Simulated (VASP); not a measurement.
# MoS2 (Cm) in VASP: notebook, part 2 of 2

VASP 6.6.1.

### 4 Single point, PBE+D3(BJ) (atoms displaced along a vibrational mode)

File INCAR:

```
ALGO     = Normal         # electronic algorithm
EDIFF    = 1E-7           # SCF threshold, eV
ENCUT    = 520            # plane-wave cutoff, eV
GGA      = PE             # functional
ISIF     = 2              # what is computed and relaxed
ISMEAR   = 0              # smearing method
IVDW     = 12             # dispersion correction
LASPH    = True           # aspherical terms in the spheres
LCHARG   = True           # write CHGCAR
LELF     = True           # ELF
LREAL    = False          # projectors in reciprocal space
LVHAR    = True         
LWAVE    = False          # write WAVECAR
NBANDS   = 20             # bands
NELM     = 80             # most SCF steps
PREC     = Accurate       # precision mode
SIGMA    = 0.05           # smearing width, eV
```

File KPOINTS:

```
k-points
0
Gamma
  12 12 12
```

File POSCAR:

```
MoS2
1.0
    1.5764743789      0.9101779070      5.9965349857
   -1.5764743789      0.9101779070      5.9965349857
    0.0000000000     -1.8203558141      5.9965349857
Mo S
1 2
Direct
   -0.0366190023     -0.0366190023      0.0732898192
    0.8084934413      0.8084934413      0.6436904958
    0.6344352784      0.6344352784      0.4703002505
```

Potentials or basis: VASP PAW PBE potentials, release 64 (Mo_sv, S).

The run is started by

```
$ cat potpaw_PBE.64/Mo_sv/POTCAR potpaw_PBE.64/S/POTCAR > POTCAR
$ mpirun -np 1 vasp_std > vasp.out
```

OUTCAR:

```text
EDIFF = 1E-7
   ENCUT = 520
   GGA = PE
   ISIF = 2
   ISMEAR = 0
   IVDW = 12
   LASPH = True
   LREAL = False
   NELM = 80
   PREC = Accurate
 IVDW          = 12

 ion  position               nearest neighbor table
   1  0.963  0.963  0.073-   2 2.05   3 2.05   2 2.63   2 2.63   3 2.63   3 2.63
   2  0.808  0.808  0.644-   1 2.05   1 2.63   1 2.63
   3  0.634  0.634  0.470-   1 2.05   1 2.63   1 2.63

  LATTYP: Found a trigonal (rhomboedric) cell.
 ALAT       =     6.2667477310
[... 746 lines left out ...]

 Edisp (eV)   -1.32304

 E8    (eV) :    -0.5341

  FORCE on cell =-STRESS in cart. coord.  units (eV):
  Direction    XX          YY          ZZ          XY          YZ          ZX
  --------------------------------------------------------------------------------------
  -------------------------------------------------------------------------------------
  Total       0.05591     8.26900    10.53759     0.00000     0.07337     0.00000
  in kB       1.73516   256.62493   327.02949     0.00000     2.27714     0.00000
  external pressure =      195.13 kB  Pullay stress =        0.00 kB

 VOLUME and BASIS-vectors are now :
 -----------------------------------------------------------------------------
  energy-cutoff  :      520.00
  volume of cell :       51.63
      direct lattice vectors                 reciprocal lattice vectors
     1.576474379  0.910177907  5.996534986     0.317163416  0.183114384  0.055587658
    -1.576474379  0.910177907  5.996534986    -0.317163416  0.183114384  0.055587658
     0.000000000 -1.820355814  5.996534986     0.000000000 -0.366228768  0.055587658

 POSITION                                       TOTAL-FORCE (eV/Angst)
 -----------------------------------------------------------------------------------
      0.00000      1.62028     11.99338         0.000000      9.322626     -0.025237
      0.00000      0.30000     13.55623         0.000000     -4.692710      3.419295
      0.00000      0.29878     10.42900         0.000000     -4.629916     -3.394058
 -----------------------------------------------------------------------------------
    total drift:                               -0.000000     -0.000062      0.000015

  FREE ENERGIE OF THE ION-ELECTRON SYSTEM (eV)
  ---------------------------------------------------
  free  energy   TOTEN  =       -20.6106197065 eV

  energy  without entropy=      -20.6092751398  energy(sigma->0) =      -20.60994742
```

OSZICAR:

```text
N       E                     dE             d eps       ncg     rms          rms(c)
DAV:   1     0.178987239123E+03    0.17899E+03   -0.13648E+04 19128   0.123E+03
DAV:   2    -0.133083367670E+02   -0.19230E+03   -0.18683E+03 23060   0.319E+02
DAV:   3    -0.205495062760E+02   -0.72412E+01   -0.71700E+01 23520   0.568E+01
DAV:   4    -0.206314622821E+02   -0.81956E-01   -0.81895E-01 22868   0.644E+00
DAV:   5    -0.206327159917E+02   -0.12537E-02   -0.12536E-02 23648   0.783E-01    0.305E+01
DAV:   6    -0.196129209548E+02    0.10198E+01   -0.89405E+00 20652   0.175E+01    0.108E+01
DAV:   7    -0.194855833045E+02    0.12734E+00   -0.50746E+00 19728   0.118E+01    0.800E+00
DAV:   8    -0.192865298097E+02    0.19905E+00   -0.11377E+00 20280   0.592E+00    0.215E+00
DAV:   9    -0.192895121308E+02   -0.29823E-02   -0.38331E-02 22864   0.132E+00    0.906E-01
DAV:  10    -0.192876090721E+02    0.19031E-02   -0.12815E-02 21280   0.671E-01    0.152E-01
DAV:  11    -0.192875619512E+02    0.47121E-04   -0.64173E-04 21960   0.205E-01    0.304E-02
DAV:  12    -0.192875672576E+02   -0.53064E-05   -0.47192E-05 23288   0.393E-02    0.233E-02
DAV:  13    -0.192875742973E+02   -0.70397E-05   -0.85431E-06 21544   0.197E-02    0.661E-03
DAV:  14    -0.192875746426E+02   -0.34524E-06   -0.13206E-06 22980   0.645E-03    0.249E-03
DAV:  15    -0.192875748106E+02   -0.16804E-06   -0.18814E-07 21128   0.285E-03    0.113E-03
DAV:  16    -0.192875748142E+02   -0.35611E-08   -0.28071E-08 14640   0.100E-03
   1 F= -.20610620E+02 E0= -.20609947E+02  d E =-.134457E-02
```

It took 14 min on 1 thread of AMD EPYC 9R45 (Zen 5), shared host; peak memory 0.63 GiB.

Results:

```yaml
Free_energy: -20.6106 eV
Pressure: 19.5 GPa
Largest_force: 9.323 eV/Å
Band_gap_on_the_k_mesh: zero (bands 13 and 14 overlap by 0.45 eV)
Dispersion_energy_per_atom: -0.441 eV
```

Forces in eV/Å, atoms in the order of the input:
```
Mo   0.000  9.323 -0.025
S    0.000 -4.693  3.419
S    0.000 -4.630 -3.394
```

Stress tensor (GPa, compression positive):
```
 0.17  0.00  0.00
 0.00 25.66  0.23
 0.00  0.23 32.70
```

Levels at points of the mesh, in eV from the Fermi level:
| k point | band 10 | band 11 | band 12 | band 13 | band 14 | band 15 | band 16 | band 17 |
| --- | --- | --- | --- | --- | --- | --- | --- | --- |
| (0.00, 0.00, 0.00) | -3.68 | -1.70 | -1.39 | -0.98 | -0.16 | 1.11 | 2.64 | 3.14 |
| (0.50, 0.00, 0.00) | -4.44 | -3.23 | -2.18 | 0.23 | 0.54 | 1.20 | 2.18 | 4.16 |
| (0.00, 0.00, 0.50) | -3.99 | -3.90 | -2.46 | -1.72 | 1.19 | 1.66 | 2.82 | 4.37 |
| (0.50, 0.50, 0.00) | -4.28 | -3.86 | -2.22 | -2.05 | 1.18 | 1.96 | 3.36 | 4.12 |
| (0.50, 0.00, 0.50) | -4.66 | -2.98 | -2.47 | 0.09 | 0.49 | 1.23 | 2.32 | 4.18 |
| (0.50, 0.50, 0.50) | -3.13 | -2.97 | -0.96 | -0.93 | -0.04 | 1.25 | 2.41 | 3.11 |

Caveat: the cell differs from its parent crystal (atoms displaced along a vibrational mode); the stress differs along the axes, from 0 to 33 GPa; forces of over 1 eV/Å act on the atoms, so gaps and moduli don't describe the material at rest.

### 5 Overview

| cell | gap on the mesh (eV) | pressure (GPa) | largest force (eV/Å) |
| --- | --- | --- | --- |
| as given, atomic positions A | none | 11.8 | 6.39 |
| as given, atomic positions B | none | 10.6 | 7.44 |
| as given, atomic positions C | none | 19.5 | 9.32 |

Alike in all rows: task single point; level PBE+D3(BJ); potentials or basis VASP PAW PBE potentials, release 64 (Mo_sv, S); no spin polarisation; k mesh 12 × 12 × 12; cutoff (eV) 520; smearing gaussian 0.05 eV.

Caveats: forces of over 1 eV/Å act on the atoms, so gaps and moduli don't describe the material at rest; the stress differs along the axes, from -2 to 20 GPa (at least some runs); the stress differs along the axes, from -2 to 18 GPa (at least some runs); the stress differs along the axes, from 0 to 33 GPa (at least some runs).

Total energies depend on the potentials used, so only differences within one code and one set of settings carry meaning.
